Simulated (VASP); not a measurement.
# Si3Ge2 (I4/mmm) in VASP: single point with PBE

Aim: the single point of Si3Ge2 with PBE.

Everything below comes from runs of VASP 6.6.1. Logs are shortened: lines on timing, memory, paths and dates and some standing lists are left out, and cuts for length are marked.

### Step 1. The cell of the first run

The structure is tetragonal, space group I4/mmm (No. 139). The conventional cell has a = 2.972 Å, b = 2.972 Å, c = 18.910 Å, α = 90.00°, β = 90.00°, γ = 90.00°. Within 3.5 Å of Si (site symmetry 4mm) lie 9 Si at 2.66 to 3.27 Å and 4 Ge at 2.86 Å. Within 3.6 Å of Si (site symmetry 4/mmm) lie 12 Si at 2.66 to 2.97 Å and 2 Ge at 3.57 Å. Within 3.8 Å of Ge (site symmetry 4mm) lie 5 Si at 2.86 to 3.57 Å and 8 Ge at 2.97 to 3.13 Å.

### Step 2. Single point, PBE

INCAR

```
SYSTEM = Si3Ge2
  PREC = Accurate
  ENCUT = 520
  EDIFF = 1E-6
  ISMEAR = 0
  SIGMA = 0.1
  LREAL = .FALSE.
  LASPH = .TRUE.
  NELM = 80
  ALGO = Normal
  ISIF = 2
  LWAVE = .FALSE.
  LCHARG = .FALSE.
  GGA = PE
  NBANDS = 28
```

KPOINTS

```
Automatic mesh
0
G
  18 18 18
  0 0 0
```

POSCAR

```
Si3Ge2
1.0
   -1.4861203673      1.4861203673      9.4549176700
    1.4861203673     -1.4861203673      9.4549176700
    1.4861203673      1.4861203673     -9.4549176700
Si Ge
3 2
Direct
    0.9135014445      0.9135014445      0.0000000000
    0.5000000000      0.5000000000      0.0000000000
    0.0864985555      0.0864985555      0.0000000000
    0.6888130374      0.6888130374      0.0000000000
    0.3111869626      0.3111869626      0.0000000000
```

Potentials or basis: VASP PAW PBE potentials, release 64 (Si, Ge_d).

Run with:

```sh
$ cat potpaw_PBE.64/Si/POTCAR potpaw_PBE.64/Ge_d/POTCAR > POTCAR
$ mpirun -np 1 vasp_std > vasp.out
```

OUTCAR:

```text
SYSTEM = Si3Ge2
   PREC = Accurate
   ENCUT = 520
   EDIFF = 1E-6
   ISMEAR = 0
   LREAL = .FALSE.
   LASPH = .TRUE.
   NELM = 80
   ISIF = 2
   GGA = PE

 ion  position               nearest neighbor table
   1  0.914  0.914  0.000-   2 2.66   2 2.66   2 2.66   2 2.66   5 2.86   5 2.86   5 2.86   5 2.86

   2  0.500  0.500  0.000-   3 2.66   3 2.66   3 2.66   1 2.66   3 2.66   1 2.66   1 2.66   1 2.66

   3  0.086  0.086  0.000-   2 2.66   2 2.66   2 2.66   2 2.66   4 2.86   4 2.86   4 2.86   4 2.86

   4  0.689  0.689  0.000-   3 2.86   3 2.86   3 2.86   3 2.86
   5  0.311  0.311  0.000-   1 2.86   1 2.86   1 2.86   1 2.86

  LATTYP: Found a body centered tetragonal cell.
 ALAT       =     2.9722407346
 C/A-ratio  =     6.3621479646

  Lattice vectors:

 A1 = (  -1.4861203673,   1.4861203673,   9.4549176700)
 A2 = (   1.4861203673,  -1.4861203673,   9.4549176700)
 A3 = (   1.4861203673,   1.4861203673,  -9.4549176700)

Analysis of symmetry for initial positions (statically):
=====================================================================
 Subroutine PRICEL returns:
 Original cell was already a primitive cell.

 Routine SETGRP: Setting up the symmetry group for a
 body centered tetragonal supercell.

 Subroutine GETGRP returns: Found 16 space group operations
 (whereof 16 operations were pure point group operations)
 out of a pool of 16 trial point group operations.

The static configuration has the point symmetry D_4h.

Analysis of symmetry for dynamics (positions and initial velocities):
=====================================================================
 Subroutine PRICEL returns:
 Original cell was already a primitive cell.

 Routine SETGRP: Setting up the symmetry group for a
 body centered tetragonal supercell.

 Subroutine GETGRP returns: Found 16 space group operations
 (whereof 16 operations were pure point group operations)
 out of a pool of 16 trial point group operations.

The dynamic configuration has the point symmetry D_4h.

 Subroutine INISYM returns: Found 16 space group operations
 (whereof 16 operations are pure point group operations),
 and found     1 'primitive' translations

----------------------------------------------------------------------------------------

                                     Primitive cell

  volume of cell :      83.5268

  direct lattice vectors                    reciprocal lattice vectors
    -1.486120367  1.486120367  9.454917670     0.000000000  0.336446503  0.052882533
     1.486120367 -1.486120367  9.454917670     0.336446503  0.000000000  0.052882533
     1.486120367  1.486120367 -9.454917670     0.336446503  0.336446503  0.000000000

  length of vectors
     9.685689219  9.685689219  9.685689219     0.340577174  0.340577174  0.475807207

  position of ions in fractional coordinates (direct lattice)
     0.913501444  0.913501444  0.000000000
     0.500000000  0.500000000  0.000000000
     0.086498556  0.086498556  0.000000000
     0.688813037  0.688813037  0.000000000
     0.311186963  0.311186963  0.000000000

  ion indices of the primitive-cell ions
   primitive index   ion index
                 1           1
                 2           2
                 3           3
                 4           4
                 5           5

----------------------------------------------------------------------------------------

 KPOINTS: Automatic mesh

Automatic generation of k-mesh.
 Grid dimensions read from file:
 generate k-points for:   18   18   18

 Generating k-lattice:

  Cartesian coordinates                     Fractional coordinates (reciprocal lattice)
     0.000000000  0.018691472  0.002937919     0.055555556  0.000000000 -0.000000000
     0.018691472  0.000000000  0.002937919     0.000000000  0.055555556 -0.000000000
     0.018691472  0.018691472  0.000000000     0.000000000  0.000000000  0.055555556

  Length of vectors
     0.018920954  0.018920954  0.026433734

  Shift w.r.t. Gamma in fractional coordinates (k-lattice)
     0.000000000  0.000000000  0.000000000

 Subroutine IBZKPT returns following result:
 ===========================================

 Found    480 irreducible k-points:

 Following reciprocal coordinates:
            Coordinates               Weight
  0.000000  0.000000  0.000000      1.000000
  0.055556  0.000000 -0.000000      8.000000
  0.111111  0.000000 -0.000000      8.000000
  0.166667  0.000000  0.000000      8.000000
  0.222222  0.000000 -0.000000      8.000000
  0.277778 -0.000000  0.000000      8.000000
[... 16 lines left out ...]
 -0.277778  0.055556 -0.000000     16.000000
 -0.222222  0.055556  0.000000     16.000000
 [... further k-points ...]
   k-points           NKPTS =    480   k-points in BZ     NKDIM =    480   number of bands    NBANDS=     28
   number of dos      NEDOS =    301   number of ions     NIONS =      5
   total plane-waves  NPLWV = 373248
   dimension x,y,z NGX =    72 NGY =   72 NGZ =   72
   dimension x,y,z NGXF=   144 NGYF=  144 NGZF=  144
   ions per type =               3   2
   NGX,Y,Z   is equivalent  to a cutoff of  12.36, 12.36, 12.36 a.u.
   NGXF,Y,Z  is equivalent  to a cutoff of  24.72, 24.72, 24.72 a.u.
 SYSTEM =  Si3Ge2
   PREC   = accura    normal or accurate (medium, high low for compatibility)
   ISTART =      0    job   : 0-new  1-cont  2-samecut
   ICHARG =      2    charge: 1-file 2-atom 10-const
   ISPIN  =      1    spin polarized calculation?
   LNONCOLLINEAR =      F non collinear calculations
   LSORBIT =      F    spin-orbit coupling
   LASPH  =      T    aspherical Exc in radial PAW
   ENCUT  =  520.0 eV  38.22 Ry    6.18 a.u.  18.01 18.01 18.01*2*pi/ulx,y,z
   NELM   =     80;   NELMIN=  2; NELMDL= -5     # of ELM steps
   EDIFF  = 0.1E-05   stopping-criterion for ELM
   LREAL  =      F    real-space projection
   EDIFFG = 0.1E-04   stopping-criterion for IOM
   NSW    =      0    number of steps for IOM
   IBRION =     -1    ionic relax: 0-MD 1-quasi-New 2-CG
   NFREE  =      0    steps in history (QN), initial steepest desc. (CG)
   ISIF   =      2    stress and relaxation
   ISYM   =      2    0-nonsym 1-usesym 2-fastsym
   POTIM  = 0.5000    time-step for ionic-motion
   TEBEG  =    0.0;   TEEND  =   0.0 temperature during run
   PSTRESS=    0.0 pullay stress
   NELECT =      40.0000    total number of electrons
   NUPDOWN=      -1.0000    fix difference up-down
   EMIN   =  10.00;   EMAX   =-10.00  energy-range for DOS
   EFERMI =   0.00;   METHOD = LEGACY
   ISMEAR =     0;   SIGMA  =   0.10  broadening in eV -4-tet -1-fermi 0-gaus
   EFERMI_NEDOS =   21; number of points for ismear=-14 and -15
   IALGO  =     38    algorithm
   IMIX   =      4    mixing-type and parameters
     AMIX     =   0.40;   BMIX     =  1.00
     AMIX_MAG =   1.60;   BMIX_MAG =  1.00
  volume/ion in A,a.u.               =      16.71       112.73
  Fermi-wavevector in a.u.,A,eV,Ry     =   1.280815  2.420389 22.320166  1.640486
  Thomas-Fermi vector in A             =   2.413221
   LORBIT       =      0    0 simple, 1 ext, 2 COOP (PROOUT), +10 PAW based schemes
   GGA     = PE    functional components
   LHFCALC =     F    Hartree Fock is set to
   AEXX    =    0.0000 exact exchange contribution
   IVDW    =     0    specifies the selected vdW correction
   LEPSILON=     F    determine dielectric tensor
   LRPA    =     F    only Hartree local field effects (RPA)
 non-spin polarized calculation
 Gauss-broadening in eV      SIGMA  =   0.10
  energy-cutoff  :      520.00
  volume of cell :       83.53
 maximum number of plane-waves:      2283
   NGX = 35   NGY = 35   NGZ = 35

 number of electron      39.9999993 magnetization

 Free energy of the ion-electron system (eV)
  ---------------------------------------------------
  ext. energy  EPLUGINS =         0.00000000
  ---------------------------------------------------
  free energy    TOTEN  =       -22.96016590 eV

  energy without entropy =      -22.94977178  energy(sigma->0) =      -22.95496884

 E-fermi :   8.2620     XC(G=0): -11.1135

 val. band max:        8.2605334330   @ k =  -0.3889   0.3889   0.2778
 cond. band min:       8.2629518126   @ k =   0.2222   0.2222   0.1111
 fundamental gap:      0.0024183796
 Fermi energy:         8.2619778969

 k-point     1 :       0.0000    0.0000    0.0000
  band No.  band energies     occupation
      1     -16.5505      2.00000
      2     -16.5343      2.00000
      3     -16.5006      2.00000
      4     -16.4823      2.00000
      5     -16.4684      2.00000
      6     -16.4684      2.00000
[... 20 lines left out ...]
     27      13.6597      0.00000
     28      13.9140      0.00000

 k-point     2 :       0.0556    0.0000   -0.0000
  band No.  band energies     occupation
      1     -16.5483      2.00000
      2     -16.5323      2.00000
      3     -16.4997      2.00000
      4     -16.4816      2.00000
      5     -16.4691      2.00000
      6     -16.4682      2.00000
[... 20 lines left out ...]
     27      13.7354      0.00000
     28      14.0769      0.00000

 k-point     3 :       0.1111    0.0000   -0.0000
  band No.  band energies     occupation
      1     -16.5425      2.00000
      2     -16.5272      2.00000
      3     -16.4969      2.00000
      4     -16.4795      2.00000
      5     -16.4710      2.00000
      6     -16.4675      2.00000
[... 20 lines left out ...]
     27      14.2218      0.00000
     28      14.6024      0.00000

 k-point     4 :       0.1667    0.0000    0.0000
  band No.  band energies     occupation
      1     -16.5346      2.00000
      2     -16.5204      2.00000
      3     -16.4923      2.00000
      4     -16.4758      2.00000
      5     -16.4729      2.00000
      6     -16.4667      2.00000
[... 20 lines left out ...]
     27      14.3648      0.00000
     28      15.1153      0.00000

 k-point     5 :       0.2222    0.0000   -0.0000
  band No.  band energies     occupation
      1     -16.5268      2.00000
      2     -16.5140      2.00000
      3     -16.4886      2.00000
      4     -16.4715      2.00000
      5     -16.4711      2.00000
      6     -16.4661      2.00000
[... 20 lines left out ...]
     27      14.6000      0.00000
     28      14.7751      0.00000

 k-point     6 :       0.2778   -0.0000    0.0000
  band No.  band energies     occupation
      1     -16.5205      2.00000
      2     -16.5096      2.00000
      3     -16.4894      2.00000
      4     -16.4714      2.00000
      5     -16.4662      2.00000
      6     -16.4619      2.00000
[... 463 lines left out ...]
      5     -16.4706      2.00000
      6     -16.4704      2.00000
[... 20 lines left out ...]
     27      14.1459      0.00000
     28      14.9054      0.00000

 k-point    22 :      -0.3333    0.0556   -0.0000
  band No.  band energies     occupation
      1     -16.5129      2.00000
      2     -16.5044      2.00000
      3     -16.4918      2.00000
      4     -16.4773      2.00000
      5     -16.4686      2.00000
      6     -16.4668      2.00000
[... 20 lines left out ...]
     27      14.5923      0.00000
     28      14.7436      0.00000

 k-point    23 :      -0.2778    0.0556   -0.0000
  band No.  band energies     occupation
      1     -16.5176      2.00000
      2     -16.5068      2.00000
      3     -16.4892      2.00000
      4     -16.4719      2.00000
      5     -16.4681      2.00000
      6     -16.4627      2.00000
[... 20 lines left out ...]
     27      14.2126      0.00000
     28      14.2751      0.00000

 k-point    24 :      -0.2222    0.0556    0.0000
  band No.  band energies     occupation
      1     -16.5240      2.00000
      2     -16.5114      2.00000
      3     -16.4883      2.00000
      4     -16.4723      2.00000
      5     -16.4715      2.00000
      6     -16.4655      2.00000
[... 20 lines left out ...]
     27      13.8773      0.00000
     28      14.8572      0.00000

 [... further k-points ...]
[... 5 lines left out ...]
  --------------------------------------------------------------------------------------
  -------------------------------------------------------------------------------------
  Total       -0.0122234     -0.0122234     -0.0146610      0.0000000     -0.0000000      0.0000000
  in kB       -0.2344635     -0.2344635     -0.2812219      0.0000000     -0.0000000      0.0000000
  external PRESSURE =      -0.2500496 kB  Pullay stress =       0.0000000 kB

 VOLUME and BASIS-vectors are now :
 -----------------------------------------------------------------------------
  energy-cutoff  :      520.00
  volume of cell :       83.53
      direct lattice vectors                 reciprocal lattice vectors
    -1.486120367  1.486120367  9.454917670     0.000000000  0.336446503  0.052882533
     1.486120367 -1.486120367  9.454917670     0.336446503  0.000000000  0.052882533
     1.486120367  1.486120367 -9.454917670     0.336446503  0.336446503  0.000000000

 POSITION                                       TOTAL-FORCE (eV/Angst)
 -----------------------------------------------------------------------------------
      0.00000      0.00000     17.27416         0.000000      0.000000      0.004974
      0.00000      0.00000      9.45492         0.000000      0.000000      0.000000
      0.00000      0.00000      1.63567        -0.000000     -0.000000     -0.004974
      0.00000      0.00000     13.02534         0.000000      0.000000      0.001318
      0.00000      0.00000      5.88449         0.000000      0.000000     -0.001318
 -----------------------------------------------------------------------------------
    total drift:                                0.000000      0.000000     -0.000000

  FREE ENERGIE OF THE ION-ELECTRON SYSTEM (eV)
  ---------------------------------------------------
  free  energy   TOTEN  =       -22.9601659022 eV

  energy  without entropy=      -22.9497717801  energy(sigma->0) =      -22.95496884
```

Wall time 61 min (1 thread of Intel Xeon 6975P-C (Granite Rapids), shared host); peak memory 1.4 GiB.

What came out:

```
Free energy            : -22.9602 eV
Pressure               : 0.0 GPa
Largest force          : 0.005 eV/Å
Band gap on the k mesh : zero (bands 20 and 21 overlap by 5.69 eV)
```

Forces in eV/Å, atoms in the order of the input:
```
Si   0.000  0.000  0.005
Si   0.000  0.000  0.000
Si   0.000  0.000 -0.005
Ge   0.000  0.000  0.001
Ge   0.000  0.000 -0.001
```
